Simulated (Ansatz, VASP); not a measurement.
## MgTe: VASP beside Ansatz

```xyz
4
Lattice="4.5301 0.0000 0.0000 -2.2651 3.9232 0.0000 0.0000 0.0000 7.3642" Properties=species:S:1:pos:R:3 pbc="T T T"
Mg    0.0000    2.6155    0.0010
Mg    2.2651    1.3077    3.6831
Te    0.0000    2.6155    2.7753
Te    2.2651    1.3077    6.4574
```

Alike in both runs: functional PBEsol; dispersion D4; k mesh 9 × 9 × 4; occupations gaussian, width 0.02 eV; no spin polarisation.

Ansatz relaxed the structure, and its values are those at the end. VASP's run is a single point on that final structure, the one shown.

```csv
,VASP,Ansatz
version,VASP 6.6.1,Ansatz 0.2.0
potentials or method,"VASP PAW PBE potentials, release 64 (Mg, Te), cutoff 600 eV","scalar-relativistic, plane waves, PAW"
valence electrons in the cell,16,52
```

```csv
,VASP,Ansatz,Ansatz less VASP
gap on the k mesh at the Fermi level (eV),2.48,2.48,-0.003
least direct gap on the mesh (eV),2.48,2.48,-0.003
pressure (GPa),0.0,0.0,-0.04
```

VASP's potentials were made for PBE, not for PBEsol, and Ansatz warns of the same on its side. VASP's potentials hold 16 valence electrons a cell and Ansatz's 52, so a difference there can come from the potentials and not from the codes.

Spin-orbit coupling is off throughout.
